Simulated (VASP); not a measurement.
# Ge (Fd-3m) in VASP: a series of runs

Runs on Ge. Level: PBEsol. Tasks: single point, relaxation of cell and atoms.

Program: VASP 6.6.1. These are calculated values, not measurements. Logs are shortened: lines on timing, memory, paths and dates and some standing lists are left out, and cuts for length are marked.

## Step 1: The cell of the first run

It takes space group Fd-3m (No. 227, cubic). Conventional cell: a = 5.712 Å, b = 5.712 Å, c = 5.712 Å, α = 90.00°, β = 90.00°, γ = 90.00°. Ge (site symmetry -43m) has 4 Ge at 2.47 Å within 3.3 Å.

## Step 2: Single point, PBEsol

Input file INCAR:

```
PREC = Accurate ; ENCUT = 500
EDIFF = 1E-6 ; ISMEAR = -1
SIGMA = 0.02 ; LREAL = False
LASPH = True ; NELM = 120
ALGO = Normal ; ISIF = 2
LWAVE = False ; LCHARG = True
GGA = PS ; LELF = True
LVHAR = True ; NBANDS = 21
GGA_COMPAT = False
```

Input file KPOINTS:

```
regular mesh
0
Gamma
  5 5 5
```

Input file POSCAR:

```
Ge
1.0
    0.0000000000      2.8561803617      2.8561803617
    2.8561803617      0.0000000000      2.8561803617
    2.8561803617      2.8561803617      0.0000000000
Ge
2
Direct
    0.0000000000      0.0000000000      0.0000000000
    0.2500000000      0.2500000000      0.2500000000
```

Potentials or basis: VASP PAW PBE potentials, release 64 (Ge_d).

Launch:

```console
> cat potpaw_PBE.64/Ge_d/POTCAR > POTCAR
> mpirun -np 1 vasp_std > vasp.out
```

OUTCAR:

```text
PREC = Accurate
   ENCUT = 500
   EDIFF = 1E-6
   ISMEAR = -1
   LREAL = False
   LASPH = True
   NELM = 120
   ISIF = 2
   GGA = PS

 ion  position               nearest neighbor table
   1  0.000  0.000  0.000-   2 2.47   2 2.47   2 2.47   2 2.47
   2  0.250  0.250  0.250-   1 2.47   1 2.47   1 2.47   1 2.47

  LATTYP: Found a face centered cubic cell.
 ALAT       =     5.7123607234

  Lattice vectors:

 A1 = (   0.0000000000,   2.8561803617,   2.8561803617)
 A2 = (   2.8561803617,   0.0000000000,   2.8561803617)
 A3 = (   2.8561803617,   2.8561803617,   0.0000000000)

Analysis of symmetry for initial positions (statically):
=====================================================================
 Subroutine PRICEL returns:
 Original cell was already a primitive cell.

 Routine SETGRP: Setting up the symmetry group for a
 face centered cubic supercell.

 Subroutine GETGRP returns: Found 48 space group operations
 (whereof 24 operations were pure point group operations)
 out of a pool of 48 trial point group operations.

The static configuration has the point symmetry T_d .
 The point group associated with its full space group is O_h .

Analysis of symmetry for dynamics (positions and initial velocities):
=====================================================================
 Subroutine PRICEL returns:
 Original cell was already a primitive cell.

 Routine SETGRP: Setting up the symmetry group for a
 face centered cubic supercell.

 Subroutine GETGRP returns: Found 48 space group operations
 (whereof 24 operations were pure point group operations)
 out of a pool of 48 trial point group operations.

The dynamic configuration has the point symmetry T_d .
 The point group associated with its full space group is O_h .

 Subroutine INISYM returns: Found 48 space group operations
 (whereof 24 operations are pure point group operations),
 and found     1 'primitive' translations

----------------------------------------------------------------------------------------

                                     Primitive cell

  volume of cell :      46.6001

  direct lattice vectors                    reciprocal lattice vectors
     0.000000000  2.856180362  2.856180362    -0.175058973  0.175058973  0.175058973
     2.856180362  0.000000000  2.856180362     0.175058973 -0.175058973  0.175058973
     2.856180362  2.856180362  0.000000000     0.175058973  0.175058973 -0.175058973

  length of vectors
     4.039249004  4.039249004  4.039249004     0.303211035  0.303211035  0.303211035

  position of ions in fractional coordinates (direct lattice)
     0.000000000  0.000000000  0.000000000
     0.250000000  0.250000000  0.250000000

  ion indices of the primitive-cell ions
   primitive index   ion index
                 1           1
                 2           2

----------------------------------------------------------------------------------------

 KPOINTS: regular mesh

Automatic generation of k-mesh.
 Grid dimensions read from file:
 generate k-points for:    5    5    5

 Generating k-lattice:

  Cartesian coordinates                     Fractional coordinates (reciprocal lattice)
    -0.035011795  0.035011795  0.035011795     0.200000000  0.000000000  0.000000000
     0.035011795 -0.035011795  0.035011795     0.000000000  0.200000000  0.000000000
     0.035011795  0.035011795 -0.035011795     0.000000000  0.000000000  0.200000000

  Length of vectors
     0.060642207  0.060642207  0.060642207

  Shift w.r.t. Gamma in fractional coordinates (k-lattice)
     0.000000000  0.000000000  0.000000000

 Subroutine IBZKPT returns following result:
 ===========================================

 Found     10 irreducible k-points:

 Following reciprocal coordinates:
            Coordinates               Weight
  0.000000  0.000000  0.000000      1.000000
  0.200000  0.000000  0.000000      8.000000
  0.400000  0.000000  0.000000      8.000000
  0.200000  0.200000  0.000000      6.000000
  0.400000  0.200000  0.000000     24.000000
 -0.400000  0.200000  0.000000     24.000000
 -0.200000  0.200000  0.000000     12.000000
  0.400000  0.400000  0.000000      6.000000
 -0.400000  0.400000  0.000000     12.000000
 -0.400000  0.400000  0.200000     24.000000
   k-points           NKPTS =     10   k-points in BZ     NKDIM =     10   number of bands    NBANDS=     21
   number of dos      NEDOS =    301   number of ions     NIONS =      2
   total plane-waves  NPLWV =  27000
   dimension x,y,z NGX =    30 NGY =   30 NGZ =   30
   dimension x,y,z NGXF=    60 NGYF=   60 NGZF=   60
   ions per type =               2
   NGX,Y,Z   is equivalent  to a cutoff of  12.35, 12.35, 12.35 a.u.
   NGXF,Y,Z  is equivalent  to a cutoff of  24.69, 24.69, 24.69 a.u.
 SYSTEM =  unknown system
   PREC   = accura    normal or accurate (medium, high low for compatibility)
   ISTART =      0    job   : 0-new  1-cont  2-samecut
   ICHARG =      2    charge: 1-file 2-atom 10-const
   ISPIN  =      1    spin polarized calculation?
   LNONCOLLINEAR =      F non collinear calculations
   LSORBIT =      F    spin-orbit coupling
   LASPH  =      T    aspherical Exc in radial PAW
   ENCUT  =  500.0 eV  36.75 Ry    6.06 a.u.   7.36  7.36  7.36*2*pi/ulx,y,z
   NELM   =    120;   NELMIN=  2; NELMDL= -5     # of ELM steps
   EDIFF  = 0.1E-05   stopping-criterion for ELM
   LREAL  =      F    real-space projection
   EDIFFG = 0.1E-04   stopping-criterion for IOM
   NSW    =      0    number of steps for IOM
   IBRION =     -1    ionic relax: 0-MD 1-quasi-New 2-CG
   NFREE  =      0    steps in history (QN), initial steepest desc. (CG)
   ISIF   =      2    stress and relaxation
   ISYM   =      2    0-nonsym 1-usesym 2-fastsym
   POTIM  = 0.5000    time-step for ionic-motion
   TEBEG  =    0.0;   TEEND  =   0.0 temperature during run
   PSTRESS=    0.0 pullay stress
   NELECT =      28.0000    total number of electrons
   NUPDOWN=      -1.0000    fix difference up-down
   EMIN   =  10.00;   EMAX   =-10.00  energy-range for DOS
   EFERMI =   0.00;   METHOD = LEGACY
   ISMEAR =    -1;   SIGMA  =   0.02  broadening in eV -4-tet -1-fermi 0-gaus
   EFERMI_NEDOS =   21; number of points for ismear=-14 and -15
   IALGO  =     38    algorithm
   IMIX   =      4    mixing-type and parameters
     AMIX     =   0.40;   BMIX     =  1.00
     AMIX_MAG =   1.60;   BMIX_MAG =  1.00
  volume/ion in A,a.u.               =      23.30       157.24
  Fermi-wavevector in a.u.,A,eV,Ry     =   1.381440  2.610542 25.965021  1.908375
  Thomas-Fermi vector in A             =   2.506224
   LORBIT       =      0    0 simple, 1 ext, 2 COOP (PROOUT), +10 PAW based schemes
   GGA     = PS    functional components
   LHFCALC =     F    Hartree Fock is set to
   AEXX    =    0.0000 exact exchange contribution
   IVDW    =     0    specifies the selected vdW correction
   LEPSILON=     F    determine dielectric tensor
   LRPA    =     F    only Hartree local field effects (RPA)
 non-spin polarized calculation
  energy-cutoff  :      500.00
  volume of cell :       46.60
 maximum number of plane-waves:      1243
 NGX is ok and might be reduce to    30
   NGX = 15   NGY = 15   NGZ = 15

 number of electron      27.9999998 magnetization

 Free energy of the ion-electron system (eV)
  ---------------------------------------------------
  ext. energy  EPLUGINS =         0.00000000
  ---------------------------------------------------
  free energy    TOTEN  =        -9.76646579 eV

  energy without entropy =       -9.76575198  energy(sigma->0) =       -9.76610889

 E-fermi :   4.6209     XC(G=0):  -9.9790

 val. band max:        4.6084114376   @ k =   0.0000   0.0000   0.0000
 cond. band min:       4.7233531028   @ k =   0.4000   0.0000   0.0000
 fundamental gap:      0.1149416652
 Fermi energy:         4.6208699157

 k-point     1 :       0.0000    0.0000    0.0000
  band No.  band energies     occupation
      1     -20.1068      2.00000
      2     -20.1068      2.00000
      3     -20.1068      2.00000
      4     -20.0728      2.00000
      5     -20.0728      2.00000
      6     -19.8755      2.00000
[... 13 lines left out ...]
     20      13.9977      0.00000
     21      13.9977      0.00000

 k-point     2 :       0.2000    0.0000    0.0000
  band No.  band energies     occupation
      1     -20.1204      2.00000
      2     -20.1204      2.00000
      3     -20.1011      2.00000
      4     -20.0522      2.00000
      5     -20.0522      2.00000
      6     -19.8957      2.00000
[... 13 lines left out ...]
     20      12.7723      0.00000
     21      12.7723      0.00000

 k-point     3 :       0.4000    0.0000    0.0000
  band No.  band energies     occupation
      1     -20.1289      2.00000
      2     -20.1289      2.00000
      3     -20.0917      2.00000
      4     -20.0353      2.00000
      5     -20.0353      2.00000
      6     -19.9080      2.00000
[... 13 lines left out ...]
     20      14.3276      0.00000
     21      14.3276      0.00000

 k-point     4 :       0.2000    0.2000    0.0000
  band No.  band energies     occupation
      1     -20.1189      2.00000
      2     -20.1189      2.00000
      3     -20.1147      2.00000
      4     -20.0519      2.00000
      5     -20.0266      2.00000
      6     -19.9364      2.00000
[... 13 lines left out ...]
     20      13.3950      0.00000
     21      14.6671      0.00000

 k-point     5 :       0.4000    0.2000    0.0000
  band No.  band energies     occupation
      1     -20.1409      2.00000
      2     -20.1298      2.00000
      3     -20.0877      2.00000
      4     -20.0277      2.00000
      5     -20.0016      2.00000
      6     -19.9606      2.00000
[... 13 lines left out ...]
     20      14.5668      0.00000
     21      15.6383      0.00000

 k-point     6 :      -0.4000    0.2000    0.0000
  band No.  band energies     occupation
      1     -20.1486      2.00000
      2     -20.1367      2.00000
      3     -20.0646      2.00000
      4     -20.0165      2.00000
      5     -20.0086      2.00000
      6     -19.9388      2.00000
[... 13 lines left out ...]
     20      13.8385      0.00000
     21      15.1823      0.00000

 k-point     7 :      -0.2000    0.2000    0.0000
  band No.  band energies     occupation
      1     -20.1343      2.00000
      2     -20.1340      2.00000
      3     -20.0812      2.00000
      4     -20.0425      2.00000
      5     -20.0210      2.00000
      6     -19.9269      2.00000
[... 13 lines left out ...]
     20      14.1989      0.00000
     21      14.7552      0.00000

 k-point     8 :       0.4000    0.4000    0.0000
  band No.  band energies     occupation
      1     -20.1359      2.00000
      2     -20.1359      2.00000
      3     -20.0875      2.00000
      4     -20.0201      2.00000
      5     -19.9985      2.00000
      6     -19.9498      2.00000
[... 13 lines left out ...]
     20      16.6841      0.00000
     21      16.7571      0.00000

 k-point     9 :      -0.4000    0.4000    0.0000
  band No.  band energies     occupation
      1     -20.1518      2.00000
      2     -20.1393      2.00000
      3     -20.0562      2.00000
      4     -20.0176      2.00000
      5     -19.9732      2.00000
      6     -19.9619      2.00000
[... 13 lines left out ...]
     20      14.8786      0.00000
     21      17.4412      0.00000

 k-point    10 :      -0.4000    0.4000    0.2000
  band No.  band energies     occupation
      1     -20.1503      2.00000
      2     -20.1455      2.00000
      3     -20.0498      2.00000
      4     -20.0012      2.00000
      5     -19.9903      2.00000
      6     -19.9697      2.00000
[... 13 lines left out ...]
     20      14.8526      0.00000
     21      17.4788      0.00000

------------------------ aborting loop because EDIFF is reached ----------------------------------------

  FORCE on cell =-STRESS in cart. coord.  units (eV):
  Direction    XX          YY          ZZ          XY          YZ          ZX
  --------------------------------------------------------------------------------------
  -------------------------------------------------------------------------------------
  Total       -0.4276636     -0.4276636     -0.4276636      0.0000000      0.0000000      0.0000000
  in kB      -14.7036767    -14.7036767    -14.7036767      0.0000000      0.0000000      0.0000000
  external PRESSURE =     -14.7036767 kB  Pullay stress =       0.0000000 kB

 VOLUME and BASIS-vectors are now :
 -----------------------------------------------------------------------------
  energy-cutoff  :      500.00
  volume of cell :       46.60
      direct lattice vectors                 reciprocal lattice vectors
     0.000000000  2.856180362  2.856180362    -0.175058973  0.175058973  0.175058973
     2.856180362  0.000000000  2.856180362     0.175058973 -0.175058973  0.175058973
     2.856180362  2.856180362  0.000000000     0.175058973  0.175058973 -0.175058973

 POSITION                                       TOTAL-FORCE (eV/Angst)
 -----------------------------------------------------------------------------------
      0.00000      0.00000      0.00000         0.000000     -0.000000      0.000000
      1.42809      1.42809      1.42809        -0.000000      0.000000      0.000000
 -----------------------------------------------------------------------------------
    total drift:                                0.000000      0.000000      0.000000

  FREE ENERGIE OF THE ION-ELECTRON SYSTEM (eV)
  ---------------------------------------------------
  free  energy   TOTEN  =        -9.7664657948 eV

  energy  without entropy=       -9.7657519771  energy(sigma->0) =       -9.76610889
```

It took 10 s on 1 thread of Intel Xeon 6975P-C, shared host; peak memory 0.16 GiB.

Results:

```
Free energy            : -9.7665 eV
Pressure               : -1.5 GPa
Band gap on the k mesh : zero (filled and empty bands touch)
```

Levels at points of the mesh, in eV from the Fermi level:
| k point | band 10 | band 11 | band 12 | band 13 | band 14 | band 15 | band 16 | band 17 | band 18 | band 19 |
| --- | --- | --- | --- | --- | --- | --- | --- | --- | --- | --- |
| (0.00, 0.00, 0.00) | -24.49 | -12.59 | -0.28 | -0.01 | -0.01 | -0.01 | 2.50 | 2.50 | 2.50 | 6.13 |

Caveat: the k points lie up to 0.38 Å⁻¹ apart; the PAW data sets were made with another functional, which shifts forces and pressure a little.

## Step 3: Relaxation of cell and atoms, PBEsol

This run uses another cell than the first one, of 22.67 Å³/atom, 0.973 times its volume.

Input file INCAR:

```
PREC = Accurate
ENCUT = 500
EDIFF = 1E-7
ISMEAR = -1
SIGMA = 0.02
LREAL = F
LASPH = T
NELM = 120
ALGO = Normal
ISIF = 3
LWAVE = F
LCHARG = F
GGA = PS
IBRION = 2
NSW = 80
EDIFFG = -0.01
GGA_COMPAT = F
NELMIN = 4
```

KPOINTS is that of step 2.

Input file POSCAR:

```
Ge
1.0
    0.0000000000      2.8300000000      2.8300000000
    2.8300000000      0.0000000000      2.8300000000
    2.8300000000      2.8300000000      0.0000000000
Ge
2
Direct
    0.0000000000      0.0000000000      0.0000000000
    0.2500000000      0.2500000000      0.2500000000
```

Potentials or basis: VASP PAW PBE potentials, release 64 (Ge_d).

Launch:

```console
> cat potpaw_PBE.64/Ge_d/POTCAR > POTCAR
> mpirun -np 1 vasp_std > vasp.out
```

Run time: 26 s. Hardware: 1 thread of Intel Xeon 6975P-C, shared host; peak memory 0.16 GiB.

Results (log left out):

| Property | Result |
| --- | --- |
| Free energy | -9.7685 eV |
| Relaxed volume | 22.90 Å³/atom |
| Relaxed cell | a = 4.016 Å, b = 4.016 Å, c = 4.016 Å, α = 60.00°, β = 60.00°, γ = 60.00° |
| Space group after relaxing (to 0.05 Å) | Fd-3m (No. 227) |
| Energy gained by relaxing | 0.5 meV/atom |
| Ionic steps | 4 |
| Pressure after relaxing | 0.0 GPa |
| Band gap on the k mesh | zero (filled and empty bands touch) |

The path:
| step | energy change (eV) | largest force (eV/Å) | pressure (GPa) | volume (Å³) |
| --- | --- | --- | --- | --- |
| 1 | 0.0000 | 0.0000 | 0.65 | 45.33 |
| 2 | -0.0010 | 0.0000 | -0.09 | 45.94 |
| 3 | -0.0010 | 0.0000 | -0.08 | 45.85 |
| 4 | -0.0010 | 0.0000 | 0.02 | 45.79 |

Final structure:
```yaml
crystal:
  lattice:
    - [0.00000, 2.83960, 2.83960]
    - [2.83960, 0.00000, 2.83960]
    - [2.83960, 2.83960, 0.00000]
  atoms:
    - { symbol: Ge, position: [0.00000, 0.00000, 0.00000] }
    - { symbol: Ge, position: [0.25000, 0.25000, 0.25000] }
```

Levels at points of the mesh, in eV from the Fermi level:
| k point | band 12 | band 13 | band 14 | band 15 | band 16 | band 17 |
| --- | --- | --- | --- | --- | --- | --- |
| (0.00, 0.00, 0.00) | -0.12 | -0.01 | -0.01 | -0.01 | 2.50 | 2.50 |

Caveat: the k points lie up to 0.38 Å⁻¹ apart in the final cell; the PAW data sets were made with another functional, which shifts forces and pressure a little.

## Step 4: Relaxation of cell and atoms, PBEsol

This run uses another cell than the first one, of 22.96 Å³/atom, 0.985 times its volume.

Input file INCAR:

```
SYSTEM = Ge
PREC = Accurate
ENCUT = 500
EDIFF = 1E-7
ISMEAR = -1
SIGMA = 0.02
LREAL = .False.
LASPH = .True.
NELM = 120
ALGO = Normal
ISIF = 3
LWAVE = .False.
LCHARG = .False.
GGA = PS
IBRION = 2
NSW = 80
EDIFFG = -0.01
GGA_COMPAT = .False.
NELMIN = 4
```

Input file KPOINTS:

```
Automatic mesh
0
Gamma
  5 5 5
  0 0 0
```

Input file POSCAR:

```
Ge
1.0
    0.0000000000      2.8420406234      2.8420406234
    2.8420406234      0.0000000000      2.8420406234
    2.8420406234      2.8420406234      0.0000000000
Ge
2
Direct
    0.0000000000      0.0000000000      0.0000000000
    0.2500000000      0.2500000000      0.2500000000
```

Launch:

```console
> cat potpaw_PBE.64/Ge_d/POTCAR > POTCAR
> mpirun -np 1 vasp_std > vasp.out
```

Wall time 15 s (1 thread of Intel Xeon 6975P-C, shared host); peak memory 0.16 GiB.

The run converged. Its results:

```yaml
Free_energy: -9.7688 eV
Relaxed_volume: 22.88 Å³/atom
Relaxed_cell: a = 4.015 Å, b = 4.015 Å, c = 4.015 Å, α = 60.00°, β = 60.00°, γ = 60.00°
Space_group_after_relaxing_to_0.05_Å: Fd-3m (No. 227)
Energy_gained_by_relaxing: 0.0 meV/atom
Ionic_steps: 2
Pressure_after_relaxing: 0.1 GPa
Band_gap_on_the_k_mesh: zero (filled and empty bands touch)
```

Final structure:
```
Ge
1.0
     0.00000    2.83887    2.83887
     2.83887    0.00000    2.83887
     2.83887    2.83887    0.00000
Ge
2
Cartesian
  2.8389 0.0000 2.8389
  1.4194 1.4194 1.4194
```

Levels at points of the mesh, in eV from the Fermi level:
```
           k point  band 11  band 12  band 13  band 14  band 15  band 16  band 17  band 18
(0.00, 0.00, 0.00)   -12.73    -0.11    -0.01    -0.01    -0.01     2.50     2.50     2.50
```

Caveat: the k points lie up to 0.38 Å⁻¹ apart in the final cell; the PAW data sets were made with another functional, which shifts forces and pressure a little.

## Step 5: Overview

| task | cell | gap on the mesh (eV) | pressure (GPa) | relaxed volume (Å³/atom) |
| --- | --- | --- | --- | --- |
| single point | a = 4.039 Å, angles 60.0°, 2 atoms | none | -1.5 | - |
| relaxation of cell and atoms | relaxed from a = 4.002 Å, angles 60.0°, 2 atoms | none | 0.0 | 22.90 |
| relaxation of cell and atoms | relaxed from a = 4.019 Å, angles 60.0°, 2 atoms | none | 0.1 | 22.88 |

Alike in all rows: level PBEsol; potentials or basis VASP PAW PBE potentials, release 64 (Ge_d); no spin polarisation; k mesh 5 × 5 × 5; cutoff (eV) 500; smearing fermi-dirac 0.02 eV.

Caveats: all runs use coarse meshes; the PAW data sets were made with another functional, which shifts forces and pressure a little.

Absolute energies hang on the potentials; compare differences alone.
